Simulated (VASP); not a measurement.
Set up this calculation in VASP 6.6.1, as the native input.

```yaml
Task: single point
Functional: PBE
Potentials_or_basis: VASP PAW PBE potentials, release 64 (Ta_pv, N)
Cutoff: 600 eV
k_mesh: 16 × 16 × 16
Occupations: fermi-dirac, width 0.08 eV
Spin: no spin polarisation
Dipole_correction: no
Further_INCAR_settings: ALGO = Normal; EDIFF = 1e-06; NBANDS = 15
```

The structure of TaN (rocksalt type) lies in POSCAR:

```
TaN
1.0
    0.0000000000      2.1007558465      2.1007558465
    2.1007558465      0.0000000000      2.1007558465
    2.1007558465      2.1007558465      0.0000000000
Ta N
1 1
Direct
    0.0000000000      0.0000000000      0.0000000000
    0.5000000000      0.5000000000      0.5000000000
```

The input as run:

INCAR

```
SYSTEM = TaN
PREC = Accurate
ENCUT = 600
EDIFF = 1E-6
ISMEAR = -1
SIGMA = 0.08
LREAL = .FALSE.
LASPH = .TRUE.
NELM = 120
ALGO = Normal
ISIF = 2
LWAVE = .FALSE.
LCHARG = .TRUE.
GGA = PE
LELF = .TRUE.
LVHAR = .TRUE.
NBANDS = 15
GGA_COMPAT = .FALSE.
```

KPOINTS

```
regular mesh
0
G
  16 16 16
  0 0 0
```

Potentials or basis: VASP PAW PBE potentials, release 64 (Ta_pv, N).

Run with:

```console
$ cat potpaw_PBE.64/Ta_pv/POTCAR potpaw_PBE.64/N/POTCAR > POTCAR
$ mpirun -np 1 vasp_std > vasp.out
```

Results of the run:

```yaml
Pressure: 70.7 GPa
Band_gap_on_the_k_mesh: zero (bands 8 and 9 overlap by 4.89 eV)
```

Caveat: the cell stands under pressure; spin-orbit coupling is left out, which moves the levels of the heavy elements.

Wall time 44 s on 1 thread of Intel Xeon 8259CL (shared host), peak memory 0.18 GiB.
